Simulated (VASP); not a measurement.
# AlNi3 (I4mm) in VASP: single point with PBEsol

Aim: the single point of AlNi3 with PBEsol.

Program: VASP 6.6.1. These are calculated values, not measurements. Logs are shortened: lines on timing, memory, paths and dates and some standing lists are left out, and cuts for length are marked.

## 1. The cell of the first run

It takes space group I4mm (No. 107, tetragonal). Conventional cell: a = 3.958 Å, b = 3.958 Å, c = 5.597 Å, α = 90.00°, β = 90.00°, γ = 90.00°. Within 3.2 Å of Al (site symmetry 4mm) lie 14 Ni at 2.42 to 2.92 Å. Within 3.1 Å of Ni (site symmetry 2mm) lie 10 Ni at 2.36 to 2.80 Å and 4 Al at 2.42 Å. Ni (site symmetry 4mm) has 8 Ni at 2.36 to 2.49 Å and 6 Al at 2.68 to 2.92 Å within 3.1 Å.

## 2. Single point, PBEsol (atom 3 (Ni) moved -0.120 Å towards its neighbour atom 1 (Al) at 2.798 Å)

INCAR reads:

```
SYSTEM = AlNi3
  ALGO = Fast
  EDIFF = 1E-7
  ENCUT = 520
  GGA = PS
  ISIF = 2
  ISMEAR = 0
  LASPH = .TRUE.
  LCHARG = .FALSE.
  LREAL = .FALSE.
  LWAVE = .FALSE.
  NBANDS = 24
  NELM = 80
  PREC = Accurate
  SIGMA = 0.15
```

KPOINTS reads:

```
k-points
0
G
  14 14 14
  0 0 0
```

POSCAR reads:

```
AlNi3
1.0
    0.0000000000      2.7984078565      2.7984078565
    2.7984078565      0.0000000000      2.7984078565
    2.7984078565      2.7984078565      0.0000000000
Al Ni
1 3
Direct
    0.5000000000      0.5000000000      0.5000000000
    0.2500000000      0.2500000000      0.2500000000
    0.0214407631      0.0214407631     -0.0214407631
    0.7500000000      0.7500000000      0.7500000000
```

Potentials or basis: VASP PAW PBE potentials, release 64 (Al, Ni).

On the command line:

```console
> cat potpaw_PBE.64/Al/POTCAR potpaw_PBE.64/Ni/POTCAR > POTCAR
> mpirun -np 1 vasp_std > vasp.out
```

OUTCAR:

```text
SYSTEM = AlNi3
   EDIFF = 1E-7
   ENCUT = 520
   GGA = PS
   ISIF = 2
   ISMEAR = 0
   LASPH = .TRUE.
   LREAL = .FALSE.
   NELM = 80
   PREC = Accurate

 ion  position               nearest neighbor table
   1  0.500  0.500  0.500-   2 2.42   2 2.42   2 2.42   2 2.42   4 2.42   4 2.42   4 2.42   4 2.42
                             3 2.68   3 2.80   3 2.80   3 2.80   3 2.80   3 2.92
   2  0.250  0.250  0.250-   3 2.36   3 2.36   1 2.42   1 2.42   1 2.42   1 2.42   3 2.49   3 2.49
                             4 2.80   4 2.80   4 2.80   4 2.80   4 2.80   4 2.80
   3  0.021  0.021  0.979-   4 2.36   4 2.36   2 2.36   2 2.36   4 2.49   4 2.49   2 2.49   2 2.49
                             1 2.68   1 2.80   1 2.80   1 2.80   1 2.80   1 2.92
   4  0.750  0.750  0.750-   3 2.36   3 2.36   1 2.42   1 2.42   1 2.42   1 2.42   3 2.49   3 2.49
                             2 2.80   2 2.80   2 2.80   2 2.80   2 2.80   2 2.80

  LATTYP: Found a face centered cubic cell.
 ALAT       =     5.5968157130

  Lattice vectors:

 A1 = (   0.0000000000,   2.7984078565,   2.7984078565)
 A2 = (   2.7984078565,   0.0000000000,   2.7984078565)
 A3 = (   2.7984078565,   2.7984078565,   0.0000000000)

Analysis of symmetry for initial positions (statically):
=====================================================================
 Subroutine PRICEL returns:
 Original cell was already a primitive cell.

 Routine SETGRP: Setting up the symmetry group for a
 face centered cubic supercell.

 Subroutine GETGRP returns: Found  8 space group operations
 (whereof  8 operations were pure point group operations)
 out of a pool of 48 trial point group operations.

The static configuration has the point symmetry C_4v.

Analysis of symmetry for dynamics (positions and initial velocities):
=====================================================================
 Subroutine PRICEL returns:
 Original cell was already a primitive cell.

 Routine SETGRP: Setting up the symmetry group for a
 face centered cubic supercell.

 Subroutine GETGRP returns: Found  8 space group operations
 (whereof  8 operations were pure point group operations)
 out of a pool of 48 trial point group operations.

The dynamic configuration has the point symmetry C_4v.

 Subroutine INISYM returns: Found  8 space group operations
 (whereof  8 operations are pure point group operations),
 and found     1 'primitive' translations

----------------------------------------------------------------------------------------

[... 97 lines left out ...]
   LREAL  =      F    real-space projection
   EDIFFG = 0.1E-05   stopping-criterion for IOM
   NSW    =      0    number of steps for IOM
   IBRION =     -1    ionic relax: 0-MD 1-quasi-New 2-CG
   NFREE  =      0    steps in history (QN), initial steepest desc. (CG)
   ISIF   =      2    stress and relaxation
   ISYM   =      2    0-nonsym 1-usesym 2-fastsym
   POTIM  = 0.5000    time-step for ionic-motion
   TEBEG  =    0.0;   TEEND  =   0.0 temperature during run
   PSTRESS=    0.0 pullay stress
   NELECT =      33.0000    total number of electrons
   NUPDOWN=      -1.0000    fix difference up-down
   EMIN   =  10.00;   EMAX   =-10.00  energy-range for DOS
   EFERMI =   0.00;   METHOD = LEGACY
   ISMEAR =     0;   SIGMA  =   0.15  broadening in eV -4-tet -1-fermi 0-gaus
   EFERMI_NEDOS =   21; number of points for ismear=-14 and -15
   IALGO  =     68    algorithm
   IMIX   =      4    mixing-type and parameters
     AMIX     =   0.40;   BMIX     =  1.00
     AMIX_MAG =   1.60;   BMIX_MAG =  1.00
  volume/ion in A,a.u.               =      10.96        73.94
  Fermi-wavevector in a.u.,A,eV,Ry     =   1.489333  2.814431 30.179255  2.218113
  Thomas-Fermi vector in A             =   2.602255
   LORBIT       =      0    0 simple, 1 ext, 2 COOP (PROOUT), +10 PAW based schemes
   GGA     = PS    functional components
   LHFCALC =     F    Hartree Fock is set to
   AEXX    =    0.0000 exact exchange contribution
   IVDW    =     0    specifies the selected vdW correction
   LEPSILON=     F    determine dielectric tensor
   LRPA    =     F    only Hartree local field effects (RPA)
 non-spin polarized calculation
 RMM-DIIS sequential band-by-band and
 Gauss-broadening in eV      SIGMA  =   0.15
  energy-cutoff  :      520.00
  volume of cell :       43.83
 maximum number of plane-waves:      1243
 NGX is ok and might be reduce to    30
   NGX = 15   NGY = 15   NGZ = 15

 number of electron      33.0000012 magnetization

 Free energy of the ion-electron system (eV)
  ---------------------------------------------------
  ext. energy  EPLUGINS =         0.00000000
  ---------------------------------------------------
  free energy    TOTEN  =       -24.01941827 eV

  energy without entropy =      -23.98742889  energy(sigma->0) =      -24.00342358

 E-fermi :   9.8626     XC(G=0): -12.9805

 val. band max:        9.8621295054   @ k =  -0.3571   0.5000   0.1429
 cond. band min:       9.8669071980   @ k =  -0.4286   0.5000   0.0714
 fundamental gap:      0.0047776926
 Fermi energy:         9.8625798921

 k-point     1 :       0.0000    0.0000    0.0000
  band No.  band energies     occupation
      1      -0.3783      2.00000
      2       6.1683      2.00000
      3       6.2035      2.00000
      4       6.3533      2.00000
      5       6.3533      2.00000
      6       6.4183      2.00000
[... 637 lines left out ...]
     23      18.3753      0.00000
     24      21.1831      0.00000

 [... further k-points ...]

------------------------ aborting loop because EDIFF is reached ----------------------------------------

  FORCE on cell =-STRESS in cart. coord.  units (eV):
  Direction    XX          YY          ZZ          XY          YZ          ZX
  --------------------------------------------------------------------------------------
  -------------------------------------------------------------------------------------
  Total        0.3082591      0.3082591      0.2023476      0.0000000      0.0000000      0.0000000
  in kB       11.2684324     11.2684324      7.3968298      0.0000000      0.0000000      0.0000000
  external PRESSURE =       9.9778982 kB  Pullay stress =       0.0000000 kB

 VOLUME and BASIS-vectors are now :
 -----------------------------------------------------------------------------
  energy-cutoff  :      520.00
  volume of cell :       43.83
      direct lattice vectors                 reciprocal lattice vectors
     0.000000000  2.798407856  2.798407856    -0.178673026  0.178673026  0.178673026
     2.798407856  0.000000000  2.798407856     0.178673026 -0.178673026  0.178673026
     2.798407856  2.798407856  0.000000000     0.178673026  0.178673026 -0.178673026

 POSITION                                       TOTAL-FORCE (eV/Angst)
 -----------------------------------------------------------------------------------
      2.79841      2.79841      2.79841         0.000000      0.000000      0.191256
      1.39920      1.39920      1.39920        -0.000000     -0.000000      0.457114
      2.79841      2.79841      0.12000         0.000000      0.000000     -1.105485
      4.19761      4.19761      4.19761         0.000000      0.000000      0.457114
 -----------------------------------------------------------------------------------
    total drift:                               -0.000002     -0.000002     -0.000461

  FREE ENERGIE OF THE ION-ELECTRON SYSTEM (eV)
  ---------------------------------------------------
  free  energy   TOTEN  =       -24.0194182724 eV

  energy  without entropy=      -23.9874288907  energy(sigma->0) =      -24.00342358
```

OSZICAR:

```text
N       E                     dE             d eps       ncg     rms          rms(c)
DAV:   1     0.186476641416E+03    0.18648E+03   -0.14243E+04 11736   0.177E+03
DAV:   2    -0.190491874849E+02   -0.20553E+03   -0.19395E+03 11744   0.323E+02
DAV:   3    -0.279072982475E+02   -0.88581E+01   -0.84665E+01 14152   0.921E+01
DAV:   4    -0.280391503790E+02   -0.13185E+00   -0.13178E+00 14376   0.982E+00
DAV:   5    -0.280433569694E+02   -0.42066E-02   -0.42065E-02 15024   0.161E+00    0.195E+01
RMM:   6    -0.276818403203E+02    0.36152E+00   -0.40504E+01 12775   0.748E+01    0.180E+01
RMM:   7    -0.241707583825E+02    0.35111E+01   -0.11173E+01 11923   0.418E+01    0.521E+00
RMM:   8    -0.244207640330E+02   -0.25001E+00   -0.69406E-01 12635   0.911E+00    0.723E+00
RMM:   9    -0.240363200891E+02    0.38444E+00   -0.27587E-01 12619   0.613E+00    0.837E-01
RMM:  10    -0.240208893995E+02    0.15431E-01   -0.35657E-02 12516   0.155E+00    0.475E-01
RMM:  11    -0.240192534705E+02    0.16359E-02   -0.94897E-03 14075   0.973E-01    0.171E-01
RMM:  12    -0.240195171153E+02   -0.26364E-03   -0.24643E-03 13850   0.512E-01    0.146E-01
RMM:  13    -0.240193916733E+02    0.12544E-03   -0.10662E-03 14273   0.313E-01    0.459E-02
RMM:  14    -0.240194133540E+02   -0.21681E-04   -0.35217E-04 15907   0.134E-01    0.138E-02
RMM:  15    -0.240194175701E+02   -0.42161E-05   -0.57148E-05 16329   0.443E-02    0.748E-03
RMM:  16    -0.240194182099E+02   -0.63983E-06   -0.70614E-06 16046   0.176E-02    0.414E-03
RMM:  17    -0.240194182675E+02   -0.57587E-07   -0.13890E-06 13659   0.698E-03    0.173E-03
RMM:  18    -0.240194182724E+02   -0.48326E-08   -0.19371E-07  8131   0.386E-03
   1 F= -.24019418E+02 E0= -.24003424E+02  d E =-.319894E-01
```

Run time: 2.6 min. Hardware: 1 thread of Intel Xeon 6975P-C (Granite Rapids), shared host; peak memory 0.34 GiB.

Results:

```
Free energy            : -24.0194 eV
Pressure               : 1.0 GPa
Largest force          : 1.105 eV/Å
Band gap on the k mesh : zero (an odd number of electrons rules out a gap without spin polarisation)
```

Forces on the atoms (eV/Å):
```
Al   0.000  0.000  0.191
Ni   0.000  0.000  0.457
Ni   0.000  0.000 -1.105
Ni   0.000  0.000  0.457
```

Caveat: the cell differs from its parent crystal (atom 3 (Ni) moved -0.120 Å towards its neighbour atom 1 (Al) at 2.798 Å); the PAW data sets were made with another functional, which shifts forces and pressure a little. Spin polarisation is off, so any magnetic state and its effect on volume and gap are missing.
